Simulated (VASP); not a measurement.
# PbS in VASP: a series of runs, part 2 of 3

VASP 6.6.1. The steps go on from the part before.

## Step 4: Electric field gradients, PBE (equal xx and yy strain of -2 %)

Contents of INCAR:

```
SYSTEM = PbS
PREC = Accurate ; ENCUT = 520
EDIFF = 1E-8 ; ISMEAR = -1
SIGMA = 0.01 ; LREAL = .False.
LASPH = .True. ; NELM = 80
ALGO = Normal ; ISIF = 2
LWAVE = .False. ; LCHARG = .False.
GGA = PE ; LEFG = .True.
NBANDS = 17
```

Contents of KPOINTS:

```
regular mesh
0
Gamma
  8 8 8
  0 0 0
```

Contents of POSCAR:

```
PbS
1.0
    0.0000000000      2.9057000000      2.9650000000
    2.9057000000      0.0000000000      2.9650000000
    2.9057000000      2.9057000000      0.0000000000
Pb S
1 1
Direct
    0.0000000000      0.0000000000      0.0000000000
    0.5000000000      0.5000000000      0.5000000000
```

Potentials or basis: VASP PAW PBE potentials, release 64 (Pb_d, S).

Run with:

```bash
$ cat potpaw_PBE.64/Pb_d/POTCAR potpaw_PBE.64/S/POTCAR > POTCAR
$ mpirun -np 1 vasp_std > vasp.out
```

OUTCAR:

```text
SYSTEM = PbS
   PREC = Accurate
   ENCUT = 520
   EDIFF = 1E-8
   ISMEAR = -1
   LREAL = .False.
   LASPH = .True.
   NELM = 80
   ISIF = 2
   GGA = PE

 ion  position               nearest neighbor table
   1  0.000  0.000  0.000-   2 2.91   2 2.91   2 2.91   2 2.91   2 2.96   2 2.96
   2  0.500  0.500  0.500-   1 2.91   1 2.91   1 2.91   1 2.91   1 2.96   1 2.96

  LATTYP: Found a body centered tetragonal cell.
 ALAT       =     4.1092803482
 C/A-ratio  =     1.4430750636

  Lattice vectors:

[... 693 lines left out ...]
  ---------------------------------------------------
  free  energy   TOTEN  =        -8.7025402688 eV

  energy  without entropy=       -8.7025400340  energy(sigma->0) =       -8.70254015

 Electric field gradients (V/A^2)
---------------------------------------------------------------------
 ion       V_xx      V_yy      V_zz      V_xy      V_xz      V_yz
---------------------------------------------------------------------
   1     -30.734   -30.734    61.469    -0.001    -0.001    -0.001
   2      -1.325    -1.325     2.651    -0.000    -0.000    -0.000
---------------------------------------------------------------------

 Electric field gradients after diagonalization (V/A^2)
 (convention: |V_zz| > |V_xx| > |V_yy|)
----------------------------------------------------------------------
 ion       V_xx      V_yy      V_zz     asymmetry (V_yy - V_xx)/ V_zz
----------------------------------------------------------------------
   1     -30.735   -30.733    61.469       0.000
   2      -1.326    -1.325     2.651       0.000
----------------------------------------------------------------------

           NMR quadrupolar parameters

 Cq : quadrupolar parameter    Cq=e*Q*V_zz/h
 eta: asymmetry parameters     (V_yy - V_xx)/ V_zz
 Q  : nuclear electric quadrupole moment in mb (millibarn)
----------------------------------------------------------------------
 ion       Cq(MHz)       eta       Q (mb)
----------------------------------------------------------------------
   1       0.149       0.000       1.000
   2       0.006       0.000       1.000
----------------------------------------------------------------------
```

OSZICAR:

```text
N       E                     dE             d eps       ncg     rms          rms(c)
DAV:   1     0.158427908966E+03    0.15843E+03   -0.97418E+03  2022   0.125E+03
DAV:   2     0.284040231649E+01   -0.15559E+03   -0.15006E+03  2113   0.319E+02
DAV:   3    -0.885987578414E+01   -0.11700E+02   -0.11616E+02  2662   0.918E+01
DAV:   4    -0.914317547558E+01   -0.28330E+00   -0.28305E+00  2545   0.153E+01
DAV:   5    -0.915314033192E+01   -0.99649E-02   -0.99639E-02  2936   0.283E+00    0.501E+00
DAV:   6    -0.870033703180E+01    0.45280E+00   -0.12473E+00  3232   0.797E+00    0.351E+00
DAV:   7    -0.869933945267E+01    0.99758E-03   -0.14093E-01  2409   0.193E+00    0.192E+00
DAV:   8    -0.870264048669E+01   -0.33010E-02   -0.14319E-02  2433   0.133E+00    0.147E-01
DAV:   9    -0.870239513492E+01    0.24535E-03   -0.24208E-03  3272   0.460E-01    0.879E-02
DAV:  10    -0.870252856493E+01   -0.13343E-03   -0.29131E-04  2315   0.117E-01    0.437E-02
DAV:  11    -0.870253926201E+01   -0.10697E-04   -0.68406E-05  2771   0.907E-02    0.239E-02
DAV:  12    -0.870254006130E+01   -0.79928E-06   -0.44441E-06  2608   0.180E-02    0.164E-03
DAV:  13    -0.870254019370E+01   -0.13240E-06   -0.12718E-07  2707   0.331E-03    0.105E-03
DAV:  14    -0.870254026059E+01   -0.66893E-07   -0.73887E-08  2336   0.144E-03    0.557E-04
DAV:  15    -0.870254026878E+01   -0.81875E-08   -0.15588E-09  2165   0.332E-04
   1 F= -.87025403E+01 E0= -.87025402E+01  d E =-.234811E-06
```

stdout:

```text
POSCAR found type information on POSCAR PbS
 POSCAR found :  2 types and       2 ions
 scaLAPACK will be used
 LDA part: xc-table for (Slater+PW92), standard interpolation
 POSCAR, INCAR and KPOINTS ok, starting setup
 FFT: planning ... GRIDC
 FFT: planning ... GRID_SOFT
 FFT: planning ... GRID
 WAVECAR not read
 entering main loop
ion   1

ion   2
```

Run time: 36 s. Hardware: 1 thread of Intel Xeon Platinum 8259CL at 2.50GHz (Skylake/Cascade Lake), shared host; peak memory 0.2 GiB.

Results:

| Property | Result |
| --- | --- |
| Free energy | -8.7025 eV |
| Pressure | 5.0 GPa |
| Band gap on the k mesh | 0.19 eV, direct |

Electric field gradients, principal values (V/Å²):
```tsv
atom	least	middle	greatest (by size)
1 Pb	-30.733	-30.735	61.469
2 S	-1.325	-1.326	2.651
```

Caveat: the cell differs from its parent crystal (equal xx and yy strain of -2 %); without QUAD_EFG the Cq values of the log hold for a quadrupole moment of 1 mb, not for the nuclei; spin-orbit coupling is left out, which moves the levels of the heavy elements. A k mesh can miss the band edges.

## Step 5: Electric field gradients, PBE (equal xx and yy strain of -2 %)

Contents of INCAR:

```
PREC = Accurate
ENCUT = 520
EDIFF = 1E-8
ISMEAR = -1
SIGMA = 0.01
LREAL = F
LASPH = T
NELM = 80
ALGO = Normal
ISIF = 2
LWAVE = F
LCHARG = F
GGA = PE
LEFG = T
NBANDS = 17
```

Contents of KPOINTS:

```
Automatic mesh
0
Gamma
  8 8 8
```

POSCAR is that of step 4.

Potentials or basis: VASP PAW PBE potentials, release 64 (Pb_d, S).

Run with:

```bash
$ cat potpaw_PBE.64/Pb_d/POTCAR potpaw_PBE.64/S/POTCAR > POTCAR
$ mpirun -np 1 vasp_std > vasp.out
```

OUTCAR:

```text
PREC = Accurate
   ENCUT = 520
   EDIFF = 1E-8
   ISMEAR = -1
   LREAL = F
   LASPH = T
   NELM = 80
   ISIF = 2
   GGA = PE

 ion  position               nearest neighbor table
   1  0.000  0.000  0.000-   2 2.91   2 2.91   2 2.91   2 2.91   2 2.96   2 2.96
   2  0.500  0.500  0.500-   1 2.91   1 2.91   1 2.91   1 2.91   1 2.96   1 2.96

  LATTYP: Found a body centered tetragonal cell.
 ALAT       =     4.1092803482
 C/A-ratio  =     1.4430750636

  Lattice vectors:

 A1 = (  -2.9057000000,   0.0000000000,   2.9650000000)
 A2 = (   2.9057000000,   0.0000000000,   2.9650000000)
 A3 = (   0.0000000000,   2.9057000000,  -2.9650000000)

Analysis of symmetry for initial positions (statically):
=====================================================================
 Subroutine PRICEL returns:
 Original cell was already a primitive cell.

 Routine SETGRP: Setting up the symmetry group for a
 body centered tetragonal supercell.

 Subroutine GETGRP returns: Found 16 space group operations
 (whereof 16 operations were pure point group operations)
 out of a pool of 16 trial point group operations.

The static configuration has the point symmetry D_4h.

Analysis of symmetry for dynamics (positions and initial velocities):
=====================================================================
 Subroutine PRICEL returns:
 Original cell was already a primitive cell.

 Routine SETGRP: Setting up the symmetry group for a
 body centered tetragonal supercell.

 Subroutine GETGRP returns: Found 16 space group operations
 (whereof 16 operations were pure point group operations)
 out of a pool of 16 trial point group operations.

The dynamic configuration has the point symmetry D_4h.

 Subroutine INISYM returns: Found 16 space group operations
 (whereof 16 operations are pure point group operations),
 and found     1 'primitive' translations

----------------------------------------------------------------------------------------

                                     Primitive cell

  volume of cell :      50.0675

  direct lattice vectors                    reciprocal lattice vectors
     0.000000000  2.905700000  2.965000000    -0.172075576  0.172075576  0.168634064
     2.905700000  0.000000000  2.965000000     0.172075576 -0.172075576  0.168634064
     2.905700000  2.905700000  0.000000000     0.172075576  0.172075576 -0.168634064

  length of vectors
     4.151423550  4.151423550  4.109280348     0.296070017  0.296070017  0.296070017

  position of ions in fractional coordinates (direct lattice)
     0.000000000  0.000000000  0.000000000
     0.500000000  0.500000000  0.500000000

  ion indices of the primitive-cell ions
   primitive index   ion index
                 1           1
                 2           2

----------------------------------------------------------------------------------------

 KPOINTS: Automatic mesh

[... 66 lines left out ...]
   NELM   =     80;   NELMIN=  2; NELMDL= -5     # of ELM steps
   EDIFF  = 0.1E-07   stopping-criterion for ELM
   LREAL  =      F    real-space projection
   EDIFFG = 0.1E-06   stopping-criterion for IOM
   NSW    =      0    number of steps for IOM
   IBRION =     -1    ionic relax: 0-MD 1-quasi-New 2-CG
   NFREE  =      0    steps in history (QN), initial steepest desc. (CG)
   ISIF   =      2    stress and relaxation
   ISYM   =      2    0-nonsym 1-usesym 2-fastsym
   POTIM  = 0.5000    time-step for ionic-motion
   TEBEG  =    0.0;   TEEND  =   0.0 temperature during run
   PSTRESS=    0.0 pullay stress
   NELECT =      20.0000    total number of electrons
   NUPDOWN=      -1.0000    fix difference up-down
   EMIN   =  10.00;   EMAX   =-10.00  energy-range for DOS
   EFERMI =   0.00;   METHOD = LEGACY
   ISMEAR =    -1;   SIGMA  =   0.01  broadening in eV -4-tet -1-fermi 0-gaus
   EFERMI_NEDOS =   21; number of points for ismear=-14 and -15
   IALGO  =     38    algorithm
   IMIX   =      4    mixing-type and parameters
     AMIX     =   0.40;   BMIX     =  1.00
     AMIX_MAG =   1.60;   BMIX_MAG =  1.00
  volume/ion in A,a.u.               =      25.03       168.94
  Fermi-wavevector in a.u.,A,eV,Ry     =   1.205682  2.278408 19.778366  1.453669
  Thomas-Fermi vector in A             =   2.341371
   LORBIT       =      0    0 simple, 1 ext, 2 COOP (PROOUT), +10 PAW based schemes
   GGA     = PE    functional components
   LHFCALC =     F    Hartree Fock is set to
   AEXX    =    0.0000 exact exchange contribution
   IVDW    =     0    specifies the selected vdW correction
   LEPSILON=     F    determine dielectric tensor
   LRPA    =     F    only Hartree local field effects (RPA)
 non-spin polarized calculation
  energy-cutoff  :      520.00
  volume of cell :       50.07
 maximum number of plane-waves:      1379
   NGX = 15   NGY = 15   NGZ = 15

 number of electron      19.9999996 magnetization

 Free energy of the ion-electron system (eV)
  ---------------------------------------------------
  ext. energy  EPLUGINS =         0.00000000
  ---------------------------------------------------
  free energy    TOTEN  =        -8.70254027 eV

  energy without entropy =       -8.70254003  energy(sigma->0) =       -8.70254015

 E-fermi :   6.5342     XC(G=0):  -9.8769

 val. band max:        6.4387415230   @ k =   0.5000   0.0000   0.0000
 cond. band min:       6.6297334617   @ k =   0.5000   0.0000   0.0000
 fundamental gap:      0.1909919388
 Fermi energy:         6.5342372242

 k-point     1 :       0.0000    0.0000    0.0000
  band No.  band energies     occupation
      1     -10.5214      2.00000
      2     -10.5214      2.00000
      3     -10.5177      2.00000
      4     -10.5131      2.00000
      5     -10.4981      2.00000
      6      -7.6050      2.00000
[... 457 lines left out ...]
      4     -10.4860      2.00000
      5     -10.4667      2.00000
      6      -6.5886      2.00000
[... 9 lines left out ...]
     16      16.1030      0.00000
     17      18.1840      0.00000

 [... further k-points ...]
[... 5 lines left out ...]
  --------------------------------------------------------------------------------------
  -------------------------------------------------------------------------------------
  Total        1.8891374      1.8891374      0.9269048      0.0000000     -0.0000000      0.0000000
  in kB       60.4530049     60.4530049     29.6612511      0.0000000     -0.0000000      0.0000000
  external PRESSURE =      50.1890870 kB  Pullay stress =       0.0000000 kB

 VOLUME and BASIS-vectors are now :
 -----------------------------------------------------------------------------
  energy-cutoff  :      520.00
  volume of cell :       50.07
      direct lattice vectors                 reciprocal lattice vectors
     0.000000000  2.905700000  2.965000000    -0.172075576  0.172075576  0.168634064
     2.905700000  0.000000000  2.965000000     0.172075576 -0.172075576  0.168634064
     2.905700000  2.905700000  0.000000000     0.172075576  0.172075576 -0.168634064

 POSITION                                       TOTAL-FORCE (eV/Angst)
 -----------------------------------------------------------------------------------
      0.00000      0.00000      0.00000         0.000000     -0.000000     -0.000000
      2.90570      2.90570      2.96500        -0.000000      0.000000      0.000000
 -----------------------------------------------------------------------------------
    total drift:                                0.000000     -0.000000     -0.000000

  FREE ENERGIE OF THE ION-ELECTRON SYSTEM (eV)
  ---------------------------------------------------
  free  energy   TOTEN  =        -8.7025402688 eV

  energy  without entropy=       -8.7025400340  energy(sigma->0) =       -8.70254015

 Electric field gradients (V/A^2)
---------------------------------------------------------------------
 ion       V_xx      V_yy      V_zz      V_xy      V_xz      V_yz
---------------------------------------------------------------------
   1     -30.734   -30.734    61.469    -0.001    -0.001    -0.001
   2      -1.325    -1.325     2.651    -0.000    -0.000    -0.000
---------------------------------------------------------------------

 Electric field gradients after diagonalization (V/A^2)
 (convention: |V_zz| > |V_xx| > |V_yy|)
----------------------------------------------------------------------
 ion       V_xx      V_yy      V_zz     asymmetry (V_yy - V_xx)/ V_zz
----------------------------------------------------------------------
   1     -30.735   -30.733    61.469       0.000
   2      -1.326    -1.325     2.651       0.000
----------------------------------------------------------------------

           NMR quadrupolar parameters

 Cq : quadrupolar parameter    Cq=e*Q*V_zz/h
 eta: asymmetry parameters     (V_yy - V_xx)/ V_zz
 Q  : nuclear electric quadrupole moment in mb (millibarn)
----------------------------------------------------------------------
 ion       Cq(MHz)       eta       Q (mb)
----------------------------------------------------------------------
   1       0.149       0.000       1.000
   2       0.006       0.000       1.000
----------------------------------------------------------------------
```

It took 38 s on 1 thread of Intel Xeon Platinum 8259CL at 2.50GHz (Skylake/Cascade Lake), shared host; peak memory 0.2 GiB.

Results:

```yaml
Free_energy: -8.7025 eV
Pressure: 5.0 GPa
Band_gap_on_the_k_mesh: 0.19 eV, direct
```

Stress tensor (GPa, compression positive):
```
6.05 0.00 0.00
0.00 6.05 0.00
0.00 0.00 2.97
```

Electric field gradients, principal values (V/Å²):
| atom | least | middle | greatest (by size) |
| --- | --- | --- | --- |
| 1 Pb | -30.733 | -30.735 | 61.469 |
| 2 S | -1.325 | -1.326 | 2.651 |

Caveat: the cell differs from its parent crystal (equal xx and yy strain of -2 %); without QUAD_EFG the Cq values of the log hold for a quadrupole moment of 1 mb, not for the nuclei; spin-orbit coupling is left out, which moves the levels of the heavy elements. A k mesh can miss the band edges.

(Continued in part 3 of 3.)
